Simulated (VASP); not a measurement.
# Si (Fm-3m) in VASP: notebook

The runs below take Si through relaxation of cell and atoms, with PBEsol.

All numbers are computed with VASP 6.6.1; they aren't measurements. Logs are shortened: lines on timing, memory, paths and dates and some standing lists are left out, and cuts for length are marked.

## 1. The cell of the first run

The structure is cubic, space group Fm-3m (No. 225). The conventional cell has a = 3.404 Å, b = 3.404 Å, c = 3.404 Å, α = 90.00°, β = 90.00°, γ = 90.00°. Within 3.2 Å of Si (site symmetry m-3m) lie 12 Si at 2.41 Å.

## 2. Relaxation of cell and atoms, PBEsol, target pressure 69 GPa, at which the enthalpy is minimised

Input file INCAR:

```
PREC = Accurate ; ENCUT = 600
EDIFF = 1E-6 ; ISMEAR = -1
SIGMA = 0.05 ; LREAL = F
LASPH = T ; NELM = 60
ALGO = Normal ; ISIF = 3
LWAVE = F ; LCHARG = F
GGA = PS ; IBRION = 2
NSW = 60 ; EDIFFG = -0.005
PSTRESS = 690.0
```

Input file KPOINTS:

```
regular mesh
0
Gamma
  19 19 19
```

Input file POSCAR:

```
Si
1.0
    0.0000000000      1.7020768562      1.7020768562
    1.7020768562      0.0000000000      1.7020768562
    1.7020768562      1.7020768562      0.0000000000
Si
1
Direct
    0.0000000000      0.0000000000      0.0000000000
```

Potentials or basis: VASP PAW PBE potentials, release 64 (Si).

On the command line:

```console
$ cat potpaw_PBE.64/Si/POTCAR > POTCAR
$ mpirun -np 1 vasp_std > vasp.out
```

OUTCAR:

```text
PREC = Accurate
   ENCUT = 600
   EDIFF = 1E-6
   ISMEAR = -1
   LREAL = F
   LASPH = T
   NELM = 60
   ISIF = 3
   GGA = PS
   IBRION = 2
   NSW = 60
   EDIFFG = -0.005
   PSTRESS = 690.0

 ion  position               nearest neighbor table
   1  0.000  0.000  0.000-

  LATTYP: Found a face centered cubic cell.
 ALAT       =     3.4041537124

  Lattice vectors:

 A1 = (   0.0000000000,   1.7020768562,   1.7020768562)
 A2 = (   1.7020768562,   0.0000000000,   1.7020768562)
 A3 = (   1.7020768562,   1.7020768562,   0.0000000000)

Analysis of symmetry for initial positions (statically):
=====================================================================
 Subroutine PRICEL returns:
 Original cell was already a primitive cell.

 Routine SETGRP: Setting up the symmetry group for a
 face centered cubic supercell.

 Subroutine GETGRP returns: Found 48 space group operations
 (whereof 48 operations were pure point group operations)
 out of a pool of 48 trial point group operations.

The static configuration has the point symmetry O_h .

Analysis of symmetry for dynamics (positions and initial velocities):
=====================================================================
 Subroutine PRICEL returns:
 Original cell was already a primitive cell.

 Routine SETGRP: Setting up the symmetry group for a
 face centered cubic supercell.

 Subroutine GETGRP returns: Found 48 space group operations
 (whereof 48 operations were pure point group operations)
 out of a pool of 48 trial point group operations.

The dynamic configuration has the point symmetry O_h .

 Subroutine INISYM returns: Found 48 space group operations
 (whereof 48 operations are pure point group operations),
 and found     1 'primitive' translations

----------------------------------------------------------------------------------------

                                     Primitive cell

  volume of cell :       9.8621

  direct lattice vectors                    reciprocal lattice vectors
     0.000000000  1.702076856  1.702076856    -0.293758768  0.293758768  0.293758768
     1.702076856  0.000000000  1.702076856     0.293758768 -0.293758768  0.293758768
     1.702076856  1.702076856  0.000000000     0.293758768  0.293758768 -0.293758768

  length of vectors
     2.407100174  2.407100174  2.407100174     0.508805111  0.508805111  0.508805111

  position of ions in fractional coordinates (direct lattice)
     0.000000000  0.000000000  0.000000000

  ion indices of the primitive-cell ions
   primitive index   ion index
                 1           1

----------------------------------------------------------------------------------------

 KPOINTS: regular mesh

Automatic generation of k-mesh.
 Grid dimensions read from file:
 generate k-points for:   19   19   19

 Generating k-lattice:

  Cartesian coordinates                     Fractional coordinates (reciprocal lattice)
    -0.015460988  0.015460988  0.015460988     0.052631579  0.000000000  0.000000000
     0.015460988 -0.015460988  0.015460988     0.000000000  0.052631579  0.000000000
     0.015460988  0.015460988 -0.015460988     0.000000000  0.000000000  0.052631579

  Length of vectors
     0.026779216  0.026779216  0.026779216

  Shift w.r.t. Gamma in fractional coordinates (k-lattice)
     0.000000000  0.000000000  0.000000000

 Subroutine IBZKPT returns following result:
 ===========================================

 Found    220 irreducible k-points:

 Following reciprocal coordinates:
            Coordinates               Weight
  0.000000  0.000000  0.000000      1.000000
  0.052632  0.000000  0.000000      8.000000
  0.105263  0.000000  0.000000      8.000000
  0.157895  0.000000  0.000000      8.000000
  0.210526  0.000000  0.000000      8.000000
  0.263158  0.000000  0.000000      8.000000
[... 16 lines left out ...]
 -0.315789  0.052632  0.000000     24.000000
 -0.263158  0.052632  0.000000     24.000000
 [... further k-points ...]
   k-points           NKPTS =    220   k-points in BZ     NKDIM =    220   number of bands    NBANDS=      6
   number of dos      NEDOS =    301   number of ions     NIONS =      1
   total plane-waves  NPLWV =   8000
   dimension x,y,z NGX =    20 NGY =   20 NGZ =   20
   dimension x,y,z NGXF=    40 NGYF=   40 NGZF=   40
   ions per type =               1
   NGX,Y,Z   is equivalent  to a cutoff of  13.81, 13.81, 13.81 a.u.
   NGXF,Y,Z  is equivalent  to a cutoff of  27.63, 27.63, 27.63 a.u.
 SYSTEM =  unknown system
   PREC   = accura    normal or accurate (medium, high low for compatibility)
   ISTART =      0    job   : 0-new  1-cont  2-samecut
   ICHARG =      2    charge: 1-file 2-atom 10-const
   ISPIN  =      1    spin polarized calculation?
   LNONCOLLINEAR =      F non collinear calculations
   LSORBIT =      F    spin-orbit coupling
   LASPH  =      T    aspherical Exc in radial PAW
   ENCUT  =  600.0 eV  44.10 Ry    6.64 a.u.   4.81  4.81  4.81*2*pi/ulx,y,z
   NELM   =     60;   NELMIN=  2; NELMDL= -5     # of ELM steps
   EDIFF  = 0.1E-05   stopping-criterion for ELM
   LREAL  =      F    real-space projection
   EDIFFG = -.5E-02   stopping-criterion for IOM
   NSW    =     60    number of steps for IOM
   IBRION =      2    ionic relax: 0-MD 1-quasi-New 2-CG
   NFREE  =      1    steps in history (QN), initial steepest desc. (CG)
   ISIF   =      3    stress and relaxation
   ISYM   =      2    0-nonsym 1-usesym 2-fastsym
   POTIM  = 0.5000    time-step for ionic-motion
   TEBEG  =    0.0;   TEEND  =   0.0 temperature during run
   PSTRESS=  690.0 pullay stress
   NELECT =       4.0000    total number of electrons
   NUPDOWN=      -1.0000    fix difference up-down
   EMIN   =  10.00;   EMAX   =-10.00  energy-range for DOS
   EFERMI =   0.00;   METHOD = LEGACY
   ISMEAR =    -1;   SIGMA  =   0.05  broadening in eV -4-tet -1-fermi 0-gaus
   EFERMI_NEDOS =   21; number of points for ismear=-14 and -15
   IALGO  =     38    algorithm
   IMIX   =      4    mixing-type and parameters
     AMIX     =   0.40;   BMIX     =  1.00
     AMIX_MAG =   1.60;   BMIX_MAG =  1.00
  volume/ion in A,a.u.               =       9.86        66.55
  Fermi-wavevector in a.u.,A,eV,Ry     =   1.211822  2.290012 19.980341  1.468514
  Thomas-Fermi vector in A             =   2.347326
   LORBIT       =      0    0 simple, 1 ext, 2 COOP (PROOUT), +10 PAW based schemes
   GGA     = PS    functional components
   LHFCALC =     F    Hartree Fock is set to
   AEXX    =    0.0000 exact exchange contribution
   IVDW    =     0    specifies the selected vdW correction
   LEPSILON=     F    determine dielectric tensor
   LRPA    =     F    only Hartree local field effects (RPA)
 conjugate gradient relaxation of ions
 non-spin polarized calculation
  energy-cutoff  :      600.00
  volume of cell :        9.86
 maximum number of plane-waves:       338
   NGX =  9   NGY =  9   NGZ =  9

--------------------------------------- Ionic step        1  -------------------------------------------

 number of electron       4.0000000 magnetization

 Free energy of the ion-electron system (eV)
  ---------------------------------------------------
  ext. energy  EPLUGINS =         0.00000000
  ---------------------------------------------------
  free energy    TOTEN  =        -4.67819258 eV

  energy without entropy =       -4.67551158  energy(sigma->0) =       -4.67685208

------------------------ aborting loop because EDIFF is reached ----------------------------------------

  FORCE on cell =-STRESS in cart. coord.  units (eV):
  Direction    XX          YY          ZZ          XY          YZ          ZX
  --------------------------------------------------------------------------------------
  -------------------------------------------------------------------------------------
  Total        4.2558169      4.2558169      4.2558169     -0.0000000      0.0000000      0.0000000
  in kB      691.3946632    691.3946632    691.3946632     -0.0000000      0.0000000      0.0000000
  external PRESSURE =       1.3946632 kB  Pullay stress =     690.0000000 kB

 VOLUME and BASIS-vectors are now :
 -----------------------------------------------------------------------------
  energy-cutoff  :      600.00
  volume of cell :        9.86
      direct lattice vectors                 reciprocal lattice vectors
     0.000000000  1.702076856  1.702076856    -0.293758768  0.293758768  0.293758768
     1.702076856  0.000000000  1.702076856     0.293758768 -0.293758768  0.293758768
     1.702076856  1.702076856  0.000000000     0.293758768  0.293758768 -0.293758768
[... 44 lines left out ...]
  FREE ENERGIE OF THE ION-ELECTRON SYSTEM (eV)
  ---------------------------------------------------
  free  energy   TOTEN  =        -4.6834653080 eV

  energy  without entropy=       -4.6807639929  energy(sigma->0) =       -4.68211465

  enthalpy is  TOTEN    =        -0.4309539654 eV   P V=        4.2525113426

--------------------------------------- Ionic step        3  -------------------------------------------

 number of electron       4.0000000 magnetization

 Free energy of the ion-electron system (eV)
  ---------------------------------------------------
  ext. energy  EPLUGINS =         0.00000000
  ---------------------------------------------------
  free energy    TOTEN  =        -4.67991775 eV

  energy without entropy =       -4.67723074  energy(sigma->0) =       -4.67857424

 E-fermi :  16.0793     XC(G=0): -12.8541

 val. band max:       16.0774699966   @ k =  -0.4211   0.3684   0.1579
 cond. band min:      16.1977363778   @ k =  -0.3158   0.4211   0.2105
 fundamental gap:      0.1202663812
 Fermi energy:        16.0793006368

 k-point     1 :       0.0000    0.0000    0.0000
  band No.  band energies     occupation
      1      -2.4731      2.00000
      2      29.5402      0.00000
      3      29.5402      0.00000
      4      29.5402      0.00000
      5      32.5757      0.00000
      6      32.5757      0.00000

 k-point     2 :       0.0526    0.0000    0.0000
  band No.  band energies     occupation
      1      -2.3692      2.00000
      2      27.8884      0.00000
      3      29.2826      0.00000
      4      29.2826      0.00000
      5      32.9941      0.00000
      6      32.9941      0.00000
[... 181 lines left out ...]
 k-point    23 :      -0.3158    0.0526    0.0000
  band No.  band energies     occupation
      1       1.7307      2.00000
      2      13.5597      2.00000
      3      25.3880      0.00000
      4      28.9591      0.00000
      5      29.6610      0.00000
      6      31.6427      0.00000

 k-point    24 :      -0.2632    0.0526    0.0000
  band No.  band energies     occupation
      1       0.5463      2.00000
      2      16.0367      1.40172
      3      25.4651      0.00000
      4      29.0507      0.00000
      5      30.7722      0.00000
      6      32.7759      0.00000

 [... further k-points ...]
[... 5 lines left out ...]
  --------------------------------------------------------------------------------------
  -------------------------------------------------------------------------------------
  Total        4.2474565      4.2474565      4.2474565     -0.0000000     -0.0000000      0.0000000
  in kB      689.7565156    689.7565156    689.7565156     -0.0000000     -0.0000000      0.0000000
  external PRESSURE =      -0.2434844 kB  Pullay stress =     690.0000000 kB

 VOLUME and BASIS-vectors are now :
 -----------------------------------------------------------------------------
  energy-cutoff  :      600.00
  volume of cell :        9.87
      direct lattice vectors                 reciprocal lattice vectors
     0.000000000  1.702307083  1.702307083    -0.293719039  0.293719039  0.293719039
     1.702307083  0.000000000  1.702307083     0.293719039 -0.293719039  0.293719039
     1.702307083  1.702307083  0.000000000     0.293719039  0.293719039 -0.293719039

 POSITION                                       TOTAL-FORCE (eV/Angst)
 -----------------------------------------------------------------------------------
      0.00000      0.00000      0.00000        -0.000000     -0.000000     -0.000000
 -----------------------------------------------------------------------------------
    total drift:                                0.000000      0.000000     -0.000000

  FREE ENERGIE OF THE ION-ELECTRON SYSTEM (eV)
  ---------------------------------------------------
  free  energy   TOTEN  =        -4.6799177454 eV

  energy  without entropy=       -4.6772307426  energy(sigma->0) =       -4.67857424

  enthalpy is  TOTEN    =        -0.4309618551 eV   P V=        4.2489558903

 reached required accuracy - stopping structural energy minimisation
```

Wall time 28 s (1 thread of Intel Xeon Platinum 8259CL at 2.50GHz (Skylake/Cascade Lake), shared host); peak memory 0.12 GiB.

What came out:

```yaml
Free_energy: -4.6799 eV
Relaxed_volume: 9.87 Å³/atom
Relaxed_cell: a = 2.407 Å, b = 2.407 Å, c = 2.407 Å, α = 60.00°, β = 60.00°, γ = 60.00°
Space_group_after_relaxing_to_0.05_Å: Fm-3m (No. 225)
Energy_change_on_relaxing_the_enthalpy_is_what_falls: -1.7 meV/atom
Ionic_steps: 3
Pressure_after_relaxing: 69.0 GPa
Band_gap_on_the_k_mesh: zero (band 2 reaches 29.54 eV, above the bottom of band 3 at 12.80 eV)
```

The path:
| step | energy change (eV) | largest force (eV/Å) | pressure (GPa) | volume (Å³) |
| --- | --- | --- | --- | --- |
| 1 | 0.0000 | 0.0000 | 69.14 | 9.86 |
| 2 | -0.0053 | 0.0000 | 68.71 | 9.87 |
| 3 | -0.0017 | 0.0000 | 68.98 | 9.87 |

Final structure:
```xyz
1
Lattice="0.0000 1.7023 1.7023 1.7023 0.0000 1.7023 1.7023 1.7023 0.0000" Properties=species:S:1:pos:R:3 pbc="T T T"
Si    0.0000    0.0000    0.0000
```

Levels at points of the mesh, in eV from the Fermi level:
```tsv
k point	band 1	band 2	band 3	band 4	band 5	band 6
(0.00, 0.00, 0.00)	-18.55	13.46	13.46	13.46	16.50	16.50
```

Caveat: the cell is relaxed towards a set pressure, so the enthalpy falls and the energy may rise; the PAW data sets were made with another functional, which shifts forces and pressure a little.

## 3. Relaxation of cell and atoms, PBEsol, target pressure 69 GPa, at which the enthalpy is minimised

Input file INCAR:

```
  PREC = Accurate
  ENCUT = 600
  EDIFF = 1E-6
  ISMEAR = -1
  SIGMA = 0.05
  LREAL = F
  LASPH = T
  NELM = 80
  ALGO = Normal
  ISIF = 3
  LWAVE = F
  LCHARG = F
  GGA = PS
  IBRION = 2
  NSW = 32
  EDIFFG = -0.005
  PSTRESS = 690.0
```

KPOINTS is that of step 2.

Input file POSCAR:

```
Si
1.0
    0.0000000000      1.7018371314      1.7018371314
    1.7018371314      0.0000000000      1.7018371314
    1.7018371314      1.7018371314      0.0000000000
Si
1
Direct
    0.0000000000      0.0000000000      0.0000000000
```

Potentials or basis: VASP PAW PBE potentials, release 64 (Si).

On the command line:

```console
$ cat potpaw_PBE.64/Si/POTCAR > POTCAR
$ mpirun -np 1 vasp_std > vasp.out
```

It took 30 s on 1 thread of Intel Xeon Platinum 8259CL at 2.50GHz (Skylake/Cascade Lake), shared host; peak memory 0.13 GiB.

Results (log left out):

```yaml
Free_energy: -4.6799 eV
Relaxed_volume: 9.87 Å³/atom
Relaxed_cell: a = 2.407 Å, b = 2.407 Å, c = 2.407 Å, α = 60.00°, β = 60.00°, γ = 60.00°
Space_group_after_relaxing_to_0.05_Å: Fm-3m (No. 225)
Energy_change_on_relaxing_the_enthalpy_is_what_falls: -3.5 meV/atom
Ionic_steps: 3
Pressure_after_relaxing: 69.0 GPa
Band_gap_on_the_k_mesh: zero (band 2 reaches 29.54 eV, above the bottom of band 3 at 12.80 eV)
```

Step by step:
| step | energy change (eV) | largest force (eV/Å) | pressure (GPa) | volume (Å³) |
| --- | --- | --- | --- | --- |
| 1 | 0.0000 | 0.0000 | 69.29 | 9.86 |
| 2 | -0.0108 | 0.0000 | 68.41 | 9.88 |
| 3 | -0.0035 | 0.0000 | 69.00 | 9.87 |

Final structure:
```
Si
1.0
     0.00000    1.70231    1.70231
     1.70231    0.00000    1.70231
     1.70231    1.70231    0.00000
Si
1
Direct
  0.00000 0.00000 0.00000
```

Levels at points of the mesh, in eV from the Fermi level:
```tsv
k point	band 1	band 2	band 3	band 4	band 5	band 6
(0.00, 0.00, 0.00)	-18.55	13.46	13.46	13.46	16.50	16.50
```

Caveat: the cell is relaxed towards a set pressure, so the enthalpy falls and the energy may rise; the PAW data sets were made with another functional, which shifts forces and pressure a little.

## 4. Relaxation of cell and atoms, PBEsol

This run uses another cell than the first one, of 16.00 Å³/atom, 1.622 times its volume.

Input file INCAR:

```
PREC     = Accurate       # precision mode
ENCUT    = 600            # plane-wave cutoff, eV
EDIFF    = 1E-6           # SCF threshold, eV
ISMEAR   = -1             # smearing method
SIGMA    = 0.05           # smearing width, eV
LREAL    = False          # projectors in reciprocal space
LASPH    = True           # aspherical terms in the spheres
NELM     = 60             # most SCF steps
ALGO     = Normal         # electronic algorithm
ISIF     = 3              # what is computed and relaxed
LWAVE    = False          # write WAVECAR
LCHARG   = False          # write CHGCAR
GGA      = PS             # functional
IBRION   = 2              # ionic algorithm
NSW      = 60             # ionic steps
EDIFFG   = -0.005         # ionic threshold
```

Input file KPOINTS:

```
regular mesh
0
Gamma
  17 17 17
```

Input file POSCAR:

```
Si
1.0
    0.0000000000      2.0000000000      2.0000000000
    2.0000000000      0.0000000000      2.0000000000
    2.0000000000      2.0000000000      0.0000000000
Si
1
Direct
    0.0000000000      0.0000000000      0.0000000000
```

On the command line:

```console
$ cat potpaw_PBE.64/Si/POTCAR > POTCAR
$ mpirun -np 1 vasp_std > vasp.out
```

Wall time 32 s (1 thread of Intel Xeon Platinum 8259CL at 2.50GHz (Skylake/Cascade Lake), shared host); peak memory 0.14 GiB.

The run converged. Its results:

```yaml
Free_energy: -5.3413 eV
Relaxed_volume: 14.09 Å³/atom
Relaxed_cell: a = 2.711 Å, b = 2.711 Å, c = 2.711 Å, α = 60.00°, β = 60.00°, γ = 60.00°
Space_group_after_relaxing_to_0.05_Å: Fm-3m (No. 225)
Energy_gained_by_relaxing: 55.8 meV/atom
Ionic_steps: 3
Pressure_after_relaxing: 0.0 GPa
Band_gap_on_the_k_mesh: zero (band 2 reaches 21.94 eV, above the bottom of band 3 at 7.40 eV)
```

The path:
```tsv
step	energy change (eV)	largest force (eV/Å)	pressure (GPa)	volume (Å³)
1	0.0000	0.0000	-8.37	16.00
2	-0.0557	0.0000	-0.35	14.14
3	-0.0558	0.0000	0.00	14.09
```

Final structure:
```
Si
1.0
     0.00000    1.91682    1.91682
     1.91682    0.00000    1.91682
     1.91682    1.91682    0.00000
Si
1
Direct
  0.00000 0.00000 0.00000
```

Levels at points of the mesh, in eV from the Fermi level:
```
           k point  band 1  band 2  band 3  band 4  band 5
(0.00, 0.00, 0.00)  -14.76   11.40   11.40   11.40   11.98
```

Caveat: the PAW data sets were made with another functional, which shifts forces and pressure a little.
